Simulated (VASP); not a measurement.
# MnIr (P4/mmm) in VASP: vibrations by perturbation theory with LDA

Aim: the vibrations by perturbation theory of MnIr with LDA.

Everything below comes from runs of VASP 6.6.1. Logs are shortened: lines on timing, memory, paths and dates and some standing lists are left out, and cuts for length are marked.

### Step 1. The cell of the first run

It takes space group P4/mmm (No. 123, tetragonal). The conventional cell has a = 2.600 Å, b = 2.600 Å, c = 3.573 Å, α = 90.00°, β = 90.00°, γ = 90.00°. Within 3.4 Å of Mn (site symmetry 4/mmm) lie 8 Ir at 2.56 Å and 4 Mn at 2.60 Å. Within 3.4 Å of Ir (site symmetry 4/mmm) lie 8 Mn at 2.56 Å and 4 Ir at 2.60 Å.

### Step 2. Vibrations by perturbation theory, LDA

File INCAR:

```
SYSTEM = MnIr
PREC = Accurate
ENCUT = 520
EDIFF = 1E-8
ISMEAR = -1
SIGMA = 0.15
LREAL = .False.
LASPH = .True.
NELM = 80
ALGO = Fast
ISIF = 2
LWAVE = .False.
LCHARG = .False.
GGA = CA
IBRION = 8
NSW = 1
```

File KPOINTS:

```
Automatic mesh
0
Gamma
  16 16 12
  0 0 0
```

File POSCAR:

```
MnIr
1.0
    2.6003141456      0.0000000000      0.0000000000
    0.0000000000      2.6003141456      0.0000000000
    0.0000000000      0.0000000000      3.5725673488
Mn Ir
1 1
Direct
    0.5000000000      0.5000000000      0.5000000000
    0.0000000000      0.0000000000      0.0000000000
```

Potentials or basis: VASP PAW LDA potentials, release 64 (Mn_pv, Ir).

Started as:

```console
cat potpaw_LDA.64/Mn_pv/POTCAR potpaw_LDA.64/Ir/POTCAR > POTCAR
mpirun -np 1 vasp_std > vasp.out
```

OUTCAR:

```text
SYSTEM = MnIr
   PREC = Accurate
   ENCUT = 520
   EDIFF = 1E-8
   ISMEAR = -1
   LREAL = .False.
   LASPH = .True.
   NELM = 80
   ISIF = 2
   GGA = CA
   IBRION = 8
   NSW = 1

 ion  position               nearest neighbor table
   1  0.500  0.500  0.500-   2 2.56   2 2.56   2 2.56   2 2.56   2 2.56   2 2.56   2 2.56   2 2.56

   2  0.000  0.000  0.000-   1 2.56   1 2.56   1 2.56   1 2.56   1 2.56   1 2.56   1 2.56   1 2.56

  LATTYP: Found a simple tetragonal cell.
 ALAT       =     2.6003141456
 C/A-ratio  =     1.3738983633

  Lattice vectors:

 A1 = (   2.6003141456,   0.0000000000,   0.0000000000)
 A2 = (   0.0000000000,   2.6003141456,   0.0000000000)
 A3 = (   0.0000000000,   0.0000000000,   3.5725673488)

Analysis of symmetry for initial positions (statically):
=====================================================================
 Subroutine PRICEL returns:
 Original cell was already a primitive cell.

 Routine SETGRP: Setting up the symmetry group for a
 simple tetragonal supercell.

 Subroutine GETGRP returns: Found 16 space group operations
 (whereof 16 operations were pure point group operations)
 out of a pool of 16 trial point group operations.

The static configuration has the point symmetry D_4h.

Analysis of symmetry for dynamics (positions and initial velocities):
=====================================================================
 Subroutine PRICEL returns:
 Original cell was already a primitive cell.

 Routine SETGRP: Setting up the symmetry group for a
 simple tetragonal supercell.

 Subroutine GETGRP returns: Found 16 space group operations
 (whereof 16 operations were pure point group operations)
 out of a pool of 16 trial point group operations.

The dynamic configuration has the point symmetry D_4h.

 Subroutine INISYM returns: Found 16 space group operations
 (whereof 16 operations are pure point group operations),
 and found     1 'primitive' translations

----------------------------------------------------------------------------------------

                                     Primitive cell

  volume of cell :      24.1564

  direct lattice vectors                    reciprocal lattice vectors
     2.600314146  0.000000000  0.000000000     0.384568919  0.000000000  0.000000000
     0.000000000  2.600314146  0.000000000     0.000000000  0.384568919  0.000000000
     0.000000000  0.000000000  3.572567349     0.000000000  0.000000000  0.279910748

  length of vectors
     2.600314146  2.600314146  3.572567349     0.384568919  0.384568919  0.279910748

  position of ions in fractional coordinates (direct lattice)
     0.500000000  0.500000000  0.500000000
     0.000000000  0.000000000  0.000000000

  ion indices of the primitive-cell ions
   primitive index   ion index
                 1           1
                 2           2

----------------------------------------------------------------------------------------

 KPOINTS: Automatic mesh

Automatic generation of k-mesh.
 Grid dimensions read from file:
 generate k-points for:   16   16   12

 Generating k-lattice:

  Cartesian coordinates                     Fractional coordinates (reciprocal lattice)
     0.024035557  0.000000000  0.000000000     0.062500000  0.000000000  0.000000000
     0.000000000  0.024035557  0.000000000     0.000000000  0.062500000  0.000000000
     0.000000000  0.000000000  0.023325896     0.000000000  0.000000000  0.083333333

  Length of vectors
     0.024035557  0.024035557  0.023325896

  Shift w.r.t. Gamma in fractional coordinates (k-lattice)
     0.000000000  0.000000000  0.000000000

 Subroutine IBZKPT returns following result:
[... 81 lines left out ...]
 RMM-DIIS sequential band-by-band and
  energy-cutoff  :      520.00
  volume of cell :       24.16
 maximum number of plane-waves:       676
 NGX is ok and might be reduce to    20
   NGX =  9   NGY =  9   NGZ = 13

--------------------------------------- Ionic step        1  -------------------------------------------

 number of electron      21.9999981 magnetization

 Free energy of the ion-electron system (eV)
  ---------------------------------------------------
  ext. energy  EPLUGINS =         0.00000000
  ---------------------------------------------------
  free energy    TOTEN  =       -20.80359129 eV

  energy without entropy =      -20.61203299  energy(sigma->0) =      -20.70781214

 E-fermi :  10.7415     XC(G=0): -14.4111

 val. band max:       10.7357732464   @ k =   0.1875   0.1875   0.4167
 cond. band min:      10.7424097682   @ k =   0.1250   0.0625   0.1667
 fundamental gap:      0.0066365218
 Fermi energy:        10.7414683863

 k-point     1 :       0.0000    0.0000    0.0000
  band No.  band energies     occupation
      1     -37.0210      2.00000
      2     -36.8145      2.00000
      3     -36.8145      2.00000
      4       0.5329      2.00000
      5       3.8670      2.00000
      6       3.9160      2.00000
      7       8.1092      2.00000
      8       8.1092      2.00000
      9       9.0427      1.99998
     10      10.4007      1.81306
     11      10.8525      0.64597
     12      12.2135      0.00011
     13      12.6564      0.00001
     14      12.6564      0.00001
[... 401 lines left out ...]
      2     -36.9992      2.00000
      3     -36.8309      2.00000
      4       4.8112      2.00000
      5       5.5693      2.00000
      6       5.9835      2.00000
      7       6.1108      2.00000
      8       7.4442      2.00000
      9       8.2628      2.00000
     10      10.0584      1.97916
     11      10.4658      1.72530
     12      10.9055      0.50193
     13      10.9557      0.38686
     14      13.5340      0.00000
     15      14.9396      0.00000

 [... further k-points ...]
[... 5 lines left out ...]
  --------------------------------------------------------------------------------------
  -------------------------------------------------------------------------------------
  Total        0.2656454      0.2656454      0.2089499      0.0000000     -0.0000000     -0.0000000
  in kB       17.6189796     17.6189796     13.8586456      0.0000000     -0.0000000     -0.0000000
  external PRESSURE =      16.3655349 kB  Pullay stress =       0.0000000 kB

 VOLUME and BASIS-vectors are now :
 -----------------------------------------------------------------------------
  energy-cutoff  :      520.00
  volume of cell :       24.16
      direct lattice vectors                 reciprocal lattice vectors
     2.600314146  0.000000000  0.000000000     0.384568919  0.000000000  0.000000000
     0.000000000  2.600314146  0.000000000     0.000000000  0.384568919  0.000000000
     0.000000000  0.000000000  3.572567349     0.000000000  0.000000000  0.279910748

 POSITION                                       TOTAL-FORCE (eV/Angst)
 -----------------------------------------------------------------------------------
      1.30016      1.30016      1.78628         0.000000      0.000000      0.000000
      0.00000      0.00000      0.00000         0.000000      0.000000      0.000000
 -----------------------------------------------------------------------------------
    total drift:                               -0.000000      0.000000      0.000000

  FREE ENERGIE OF THE ION-ELECTRON SYSTEM (eV)
  ---------------------------------------------------
  free  energy   TOTEN  =       -20.8035912940 eV

  energy  without entropy=      -20.6120329880  energy(sigma->0) =      -20.70781214

[... ionic steps 2 to 3 ...]

--------------------------------------- Ionic step        4  -------------------------------------------

------------------------ aborting loop because EDIFF is reached ----------------------------------------
[... 11 lines left out ...]
[... ionic steps 8 to 8 ...]

--------------------------------------- Ionic step        9  -------------------------------------------

 Free energy of the ion-electron system (eV)
  ---------------------------------------------------
  ---------------------------------------------------
  free energy    TOTEN  =        -0.20550346 eV

  energy without entropy =       -0.20550352

------------------------ aborting loop because EDIFF is reached ----------------------------------------

 INTERNAL STRAIN TENSOR  FOR ION    2  DIRECTION 3   (eV/Angst):
 -----------------------------------------------------------------------------
     0.00667  0.00000  0.00000
     0.00000  0.00667  0.00000
     0.00000  0.00000 -0.00180

 INTERNAL STRAIN TENSOR FOR ION    2 for displacements in x,y,z  (eV/Angst):
          X           Y           Z          XY          YZ          ZX
  --------------------------------------------------------------------------------
  x     0.00000     0.00000     0.00000     0.00000     0.00000     0.00000
  y     0.00000     0.00000     0.00000     0.00000     0.00000     0.00000
  z     0.00000     0.00000     0.00000     0.00000     0.00000     0.00000

 SECOND DERIVATIVES (NOT SYMMETRIZED)
 ------------------------------------
               1X          1Y          1Z          2X          2Y          2Z
  1X    -4.575705    0.000000    0.000000    4.575705    0.000000    0.000000
  1Y     0.000000   -4.575705    0.000000    0.000000    4.575705    0.000000
  1Z     0.000000    0.000000   -5.023230    0.000000    0.000000    5.023230
  2X     4.631606    0.000000    0.000000   -4.631606    0.000000    0.000000
  2Y     0.000000    4.631606    0.000000    0.000000   -4.631606    0.000000
  2Z     0.000000    0.000000    5.044886    0.000000    0.000000   -5.044886

 Eigenvectors and eigenvalues of the dynamical matrix
 ----------------------------------------------------

   1 f  =    5.362929 THz    33.696277 2PiTHz  178.888056 cm-1    22.179282 meV
             X         Y         Z           dx          dy          dz
      1.300157  1.300157  1.786284     0.000000   -0.000000   -0.881462
      0.000000  0.000000  0.000000     0.000000    0.000000    0.472254
[... 21 lines left out ...]
   6 f/i=    0.012976 THz     0.081530 2PiTHz    0.432830 cm-1     0.053664 meV
             X         Y         Z           dx          dy          dz
      1.300157  1.300157  1.786284     0.473697    0.000000    0.000000
      0.000000  0.000000  0.000000     0.880688    0.000000    0.000000

--------------------------------------------------------------------------------------------------------

 ELASTIC MODULI CONTR FROM IONIC RELAXATION (kBar)
 Direction    XX          YY          ZZ          XY          YZ          ZX
 --------------------------------------------------------------------------------
 XX           0.0000      0.0000      0.0000      0.0000      0.0000      0.0000
 YY           0.0000      0.0000      0.0000      0.0000      0.0000      0.0000
 ZZ           0.0000      0.0000      0.0000      0.0000      0.0000      0.0000
 XY           0.0000      0.0000      0.0000      0.0000      0.0000      0.0000
 YZ           0.0000      0.0000      0.0000      0.0000      0.0000      0.0000
 ZX           0.0000      0.0000      0.0000      0.0000      0.0000      0.0000
 --------------------------------------------------------------------------------
```

Run time: 22 min. Hardware: 1 thread of Oxide Virtual Turin-like, shared host; peak memory 0.72 GiB.

Results:

* Highest phonon frequency at Γ, LO-TO splitting left out: 179 cm⁻¹

Phonon frequencies in cm⁻¹ (negative: imaginary):
```csv
q point,frequencies
"(0.000, 0.000, 0.000)",0 0 0 171 171 179
```

Caveat: the cell wasn't relaxed at this level first, which shifts response properties; spin-orbit coupling is left out, which moves the levels of the heavy elements.
